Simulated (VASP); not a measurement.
# Ti3HN3 in VASP: further runs

Ti3HN3 is run at these levels: PBE; tasks: relaxation of the atoms.

Everything below comes from runs of VASP 6.6.1. Logs are shortened: lines on timing, memory, paths and dates and some standing lists are left out, and cuts for length are marked.

**1. The cell of the first run**

The cell holds a slab with vacuum, 7 atoms: a = 3.003 Å, b = 3.003 Å, c = 19.758 Å, α = 90.00°, β = 90.00°, γ = 90.00°.

**2. Relaxation of the atoms, PBE**

File INCAR:

```
SYSTEM = Ti3HN3
  PREC = Accurate
  ENCUT = 520
  EDIFF = 1E-6
  ISMEAR = 0
  SIGMA = 0.1
  LREAL = .False.
  LASPH = .True.
  NELM = 60
  ALGO = Fast
  ISIF = 2
  LWAVE = .False.
  LCHARG = .False.
  LDIPOL = .True.
  IDIPOL = 3
  DIPOL = 0.5 0.5 0.329
  GGA = PE
  IBRION = 2
  NSW = 36
  EDIFFG = -0.025
```

File KPOINTS:

```
Automatic mesh
0
Gamma
  9 9 1
  0 0 0
```

File POSCAR:

```
Ti3HN3
1.0
    3.0028555065      0.0000000000      0.0000000000
    0.0000000000      3.0028555065      0.0000000000
    0.0000000000      0.0000000000     19.7584945265
Ti N H
3 3 1
Selective dynamics
Direct
    0.5000000000      0.5000000000      0.2024445736  F F F
    0.0000000000      0.0000000000      0.3072496201  F F F
    0.5000000000      0.5000000000      0.4076776418  F F F
    0.0000000000      0.0000000000      0.2024445736  F F F
    0.5000000000      0.5000000000      0.3055678856  F F F
    0.0000000000      0.0000000000      0.4179718508  F F F
    0.0000000000      0.2500000000      0.4566617050  F F T
```

Potentials or basis: VASP PAW PBE potentials, release 64 (Ti_sv, N, H).

Started as:

```
$ cat potpaw_PBE.64/Ti_sv/POTCAR potpaw_PBE.64/N/POTCAR potpaw_PBE.64/H/POTCAR > POTCAR
$ mpirun -np 1 vasp_std > vasp.out
```

OUTCAR:

```text
SYSTEM = Ti3HN3
   PREC = Accurate
   ENCUT = 520
   EDIFF = 1E-6
   ISMEAR = 0
   LREAL = .False.
   LASPH = .True.
   NELM = 60
   ISIF = 2
   GGA = PE
   IBRION = 2
   NSW = 36
   EDIFFG = -0.025

 ion  position               nearest neighbor table
   1  0.500  0.500  0.202-   5 2.04   4 2.12   4 2.12   4 2.12   4 2.12
   2  0.000  0.000  0.307-   4 2.07   5 2.12   5 2.12   5 2.12   5 2.12   6 2.19   3 2.91   3 2.91
                             3 2.91   3 2.91
   3  0.500  0.500  0.408-   5 2.02   6 2.13   6 2.13   6 2.13   6 2.13   2 2.91   2 2.91   2 2.91
                             2 2.91
   4  0.000  0.000  0.202-   2 2.07   1 2.12   1 2.12   1 2.12   1 2.12
   5  0.500  0.500  0.306-   3 2.02   1 2.04   2 2.12   2 2.12   2 2.12   2 2.12
   6  0.000  0.000  0.418-   7 1.07   3 2.13   3 2.13   3 2.13   3 2.13   2 2.19
   7  0.000  0.250  0.457-   6 1.07

  LATTYP: Found a simple tetragonal cell.
 ALAT       =     3.0028555065
 C/A-ratio  =     6.5799018580

  Lattice vectors:

 A1 = (   3.0028555065,   0.0000000000,   0.0000000000)
 A2 = (   0.0000000000,   3.0028555065,   0.0000000000)
 A3 = (   0.0000000000,   0.0000000000,  19.7584945265)

Analysis of symmetry for initial positions (statically):
=====================================================================
 Subroutine PRICEL returns:
 Original cell was already a primitive cell.

 Routine SETGRP: Setting up the symmetry group for a
 simple tetragonal supercell.

 Subroutine GETGRP returns: Found  2 space group operations
 (whereof  2 operations were pure point group operations)
 out of a pool of 16 trial point group operations.

The static configuration has the point symmetry C_1h.

Analysis of symmetry for dynamics (positions and initial velocities):
=====================================================================
 Subroutine PRICEL returns:
 Original cell was already a primitive cell.

 Routine SETGRP: Setting up the symmetry group for a
 simple tetragonal supercell.

 Subroutine GETGRP returns: Found  2 space group operations
 (whereof  2 operations were pure point group operations)
 out of a pool of 16 trial point group operations.

The dynamic configuration has the point symmetry C_1h.

Analysis of constrained symmetry for selective dynamics:
=====================================================================
 Subroutine PRICEL returns:
 Original cell was already a primitive cell.

 Routine SETGRP: Setting up the symmetry group for a
 simple tetragonal supercell.

 Subroutine GETGRP returns: Found  2 space group operations
 (whereof  2 operations were pure point group operations)
 out of a pool of 16 trial point group operations.

The constrained configuration has the point symmetry C_1h.

 Subroutine INISYM returns: Found  2 space group operations
 (whereof  2 operations are pure point group operations),
 and found     1 'primitive' translations

----------------------------------------------------------------------------------------

                                     Primitive cell

  volume of cell :     178.1651

  direct lattice vectors                    reciprocal lattice vectors
     3.002855506  0.000000000  0.000000000     0.333016357  0.000000000  0.000000000
     0.000000000  3.002855506  0.000000000     0.000000000  0.333016357  0.000000000
     0.000000000  0.000000000 19.758494527     0.000000000  0.000000000  0.050611143

  length of vectors
     3.002855506  3.002855506 19.758494527     0.333016357  0.333016357  0.050611143

  position of ions in fractional coordinates (direct lattice)
     0.500000000  0.500000000  0.202444574
     0.000000000  0.000000000  0.307249620
     0.500000000  0.500000000  0.407677642
     0.000000000  0.000000000  0.202444574
     0.500000000  0.500000000  0.305567886
     0.000000000  0.000000000  0.417971851
     0.000000000  0.250000000  0.456661705

  ion indices of the primitive-cell ions
   primitive index   ion index
                 1           1
                 2           2
                 3           3
                 4           4
                 5           5
                 6           6
                 7           7

----------------------------------------------------------------------------------------

 KPOINTS: Automatic mesh

Automatic generation of k-mesh.
 Grid dimensions read from file:
 generate k-points for:    9    9    1

 Generating k-lattice:

  Cartesian coordinates                     Fractional coordinates (reciprocal lattice)
     0.037001817  0.000000000  0.000000000     0.111111111  0.000000000  0.000000000
     0.000000000  0.037001817  0.000000000     0.000000000  0.111111111  0.000000000
     0.000000000  0.000000000  0.050611143     0.000000000  0.000000000  1.000000000

  Length of vectors
     0.037001817  0.037001817  0.050611143

  Shift w.r.t. Gamma in fractional coordinates (k-lattice)
     0.000000000  0.000000000  0.000000000

 Subroutine IBZKPT returns following result:
 ===========================================

 Found     25 irreducible k-points:

 Following reciprocal coordinates:
            Coordinates               Weight
  0.000000  0.000000  0.000000      1.000000
  0.111111  0.000000  0.000000      2.000000
  0.000000  0.111111  0.000000      2.000000
  0.222222  0.000000  0.000000      2.000000
  0.000000  0.222222  0.000000      2.000000
  0.333333  0.000000  0.000000      2.000000
[... 16 lines left out ...]
  0.444444  0.333333  0.000000      4.000000
 -0.333333  0.444444  0.000000      4.000000
   k-points           NKPTS =     25   k-points in BZ     NKDIM =     25   number of bands    NBANDS=     31
   number of dos      NEDOS =    301   number of ions     NIONS =      7
   total plane-waves  NPLWV =  86400
   dimension x,y,z NGX =    24 NGY =   24 NGZ =  150
   dimension x,y,z NGXF=    48 NGYF=   48 NGZF=  300
   ions per type =               3   3   1
   NGX,Y,Z   is equivalent  to a cutoff of  13.29, 13.29, 12.62 a.u.
   NGXF,Y,Z  is equivalent  to a cutoff of  26.57, 26.57, 25.24 a.u.
 SYSTEM =  Ti3HN3
   PREC   = accura    normal or accurate (medium, high low for compatibility)
   ISTART =      0    job   : 0-new  1-cont  2-samecut
   ICHARG =      2    charge: 1-file 2-atom 10-const
   ISPIN  =      1    spin polarized calculation?
   LNONCOLLINEAR =      F non collinear calculations
   LSORBIT =      F    spin-orbit coupling
   LASPH  =      T    aspherical Exc in radial PAW
   ENCUT  =  520.0 eV  38.22 Ry    6.18 a.u.   5.58  5.58 36.74*2*pi/ulx,y,z
   NELM   =     60;   NELMIN=  2; NELMDL= -5     # of ELM steps
   EDIFF  = 0.1E-05   stopping-criterion for ELM
   LREAL  =      F    real-space projection
   EDIFFG = -.3E-01   stopping-criterion for IOM
   NSW    =     36    number of steps for IOM
   IBRION =      2    ionic relax: 0-MD 1-quasi-New 2-CG
   NFREE  =      1    steps in history (QN), initial steepest desc. (CG)
   ISIF   =      2    stress and relaxation
   ISYM   =      2    0-nonsym 1-usesym 2-fastsym
   POTIM  = 0.5000    time-step for ionic-motion
   TEBEG  =    0.0;   TEEND  =   0.0 temperature during run
   PSTRESS=    0.0 pullay stress
   NELECT =      52.0000    total number of electrons
   NUPDOWN=      -1.0000    fix difference up-down
   EMIN   =  10.00;   EMAX   =-10.00  energy-range for DOS
   EFERMI =   0.00;   METHOD = LEGACY
   ISMEAR =     0;   SIGMA  =   0.10  broadening in eV -4-tet -1-fermi 0-gaus
   EFERMI_NEDOS =   21; number of points for ismear=-14 and -15
   IALGO  =     68    algorithm
   IMIX   =      4    mixing-type and parameters
     AMIX     =   0.40;   BMIX     =  1.00
     AMIX_MAG =   1.60;   BMIX_MAG =  1.00
  volume/ion in A,a.u.               =      25.45       171.76
  Fermi-wavevector in a.u.,A,eV,Ry     =   1.085930  2.052110 16.044579  1.179243
  Thomas-Fermi vector in A             =   2.222055
   LORBIT       =      0    0 simple, 1 ext, 2 COOP (PROOUT), +10 PAW based schemes
   GGA     = PE    functional components
   LHFCALC =     F    Hartree Fock is set to
   AEXX    =    0.0000 exact exchange contribution
   IVDW    =     0    specifies the selected vdW correction
   LEPSILON=     F    determine dielectric tensor
   LRPA    =     F    only Hartree local field effects (RPA)
 conjugate gradient relaxation of ions
 non-spin polarized calculation
 RMM-DIIS sequential band-by-band and
 Gauss-broadening in eV      SIGMA  =   0.10
  energy-cutoff  :      520.00
  volume of cell :      178.17
 maximum number of plane-waves:      4826
 NGX is ok and might be reduce to    24
   NGX = 11   NGY = 11   NGZ = 73

 dipolmoment           0.000000      0.000000     -0.022094 electrons x Angstroem

--------------------------------------- Ionic step        1  -------------------------------------------

 number of electron      52.0000000 magnetization

 Free energy of the ion-electron system (eV)
  ---------------------------------------------------
  ext. energy  EPLUGINS =         0.00000000
  ---------------------------------------------------
  free energy    TOTEN  =       -59.43444375 eV

  energy without entropy =      -59.42055140  energy(sigma->0) =      -59.42749757

------------------------ aborting loop EDIFF was not reached (unconverged)  ----------------------------

  FORCE on cell =-STRESS in cart. coord.  units (eV):
  Direction    XX          YY          ZZ          XY          YZ          ZX
  --------------------------------------------------------------------------------------
  -------------------------------------------------------------------------------------
  Total        0.4310495     -1.0343636      1.7553249      0.0000000     -0.8405005      0.0000000
  in kB        3.8762786     -9.3016738     15.7850291      0.0000000     -7.5583298      0.0000000
  external PRESSURE =       3.4532113 kB  Pullay stress =       0.0000000 kB
[... 28 lines left out ...]
--------------------------------------- Ionic step        2  -------------------------------------------

 number of electron      52.0000000 magnetization

------------------------ aborting loop because EDIFF is reached ----------------------------------------

  FORCE on cell =-STRESS in cart. coord.  units (eV):
  Direction    XX          YY          ZZ          XY          YZ          ZX
  --------------------------------------------------------------------------------------
  -------------------------------------------------------------------------------------
  Total       -0.1466210     -1.5701641      1.0848997      0.0000000     -1.3061072      0.0000000
  in kB       -1.3185114    -14.1199418      9.7561268      0.0000000    -11.7453692      0.0000000
  external PRESSURE =      -1.8941088 kB  Pullay stress =       0.0000000 kB
[... 28 lines left out ...]
--------------------------------------- Ionic step        3  -------------------------------------------

 number of electron      52.0000000 magnetization

 dipolmoment           0.000000      0.000000      0.030878 electrons x Angstroem

 Free energy of the ion-electron system (eV)
  ---------------------------------------------------
  ext. energy  EPLUGINS =         0.00000000
  ---------------------------------------------------
  free energy    TOTEN  =       -59.51477627 eV

  energy without entropy =      -59.50161928  energy(sigma->0) =      -59.50819777

 E-fermi :   1.9075     XC(G=0):  -5.3521

 val. band max:        1.8809280430   @ k =   0.1111   0.0000   0.0000
 cond. band min:       1.9093584054   @ k =   0.0000   0.1111   0.0000
 fundamental gap:      0.0284303624
 Fermi energy:         1.9075208224

 k-point     1 :       0.0000    0.0000    0.0000
  band No.  band energies     occupation
      1     -56.1150      2.00000
      2     -55.8125      2.00000
      3     -55.6427      2.00000
      4     -32.5760      2.00000
      5     -32.2100      2.00000
      6     -32.1977      2.00000
[... 805 lines left out ...]
     30       4.0496      0.00000
     31       4.1280      0.00000

 [... further k-points ...]

------------------------ aborting loop because EDIFF is reached ----------------------------------------

 vacuum level on the upper side and lower side of the slab       (xc-potential included)         0.062        -0.574

  FORCE on cell =-STRESS in cart. coord.  units (eV):
  Direction    XX          YY          ZZ          XY          YZ          ZX
  --------------------------------------------------------------------------------------
  -------------------------------------------------------------------------------------
  Total       -0.5629980     -1.8265381      0.6520574      0.0000000     -1.5240961      0.0000000
  in kB       -5.0628457    -16.4254240      5.8637263      0.0000000    -13.7056686      0.0000000
  external PRESSURE =      -5.2081811 kB  Pullay stress =       0.0000000 kB
[... 22 lines left out ...]
  FREE ENERGIE OF THE ION-ELECTRON SYSTEM (eV)
  ---------------------------------------------------
  free  energy   TOTEN  =       -59.5147762660 eV

  energy  without entropy=      -59.5016192824  energy(sigma->0) =      -59.50819777

 reached required accuracy - stopping structural energy minimisation

 vacuum level on the upper side and lower side of the slab         4.922         4.272
```

It took 19 min on 1 thread of Oxide Virtual Turin-like, shared host; peak memory 0.32 GiB.

What came out:

- Free energy: -59.5148 eV
- Energy gained by relaxing: 11.5 meV/atom
- Ionic steps: 3
- Band gap on the k mesh: zero (bands 26 and 27 overlap by 1.74 eV)

The path:
```tsv
step	energy change (eV)	largest force on free atoms (eV/Å)	pressure (GPa)
1	0.0000	1.4388	0.35
2	-0.0672	0.5306	-0.19
3	-0.0803	0.0133	-0.52
```

Final structure:
```cif
data_structure
_symmetry_space_group_name_H-M 'P 1'
_symmetry_Int_Tables_number 1
_cell_length_a 3.0029
_cell_length_b 3.0029
_cell_length_c 19.7585
_cell_angle_alpha 90.000
_cell_angle_beta 90.000
_cell_angle_gamma 90.000
_cell_volume 178.17
loop_
_atom_site_label
_atom_site_type_symbol
_atom_site_fract_x
_atom_site_fract_y
_atom_site_fract_z
_atom_site_occupancy
Ti1 Ti 0.50000 0.50000 0.20244 1
Ti2 Ti 0.00000 0.00000 0.30725 1
Ti3 Ti 0.50000 0.50000 0.40768 1
N1 N 0.00000 0.00000 0.20244 1
N2 N 0.50000 0.50000 0.30557 1
N3 N 0.00000 0.00000 0.41797 1
H1 H 0.00000 0.25000 0.46271 1
```

(Continued in part 2 of 2.)
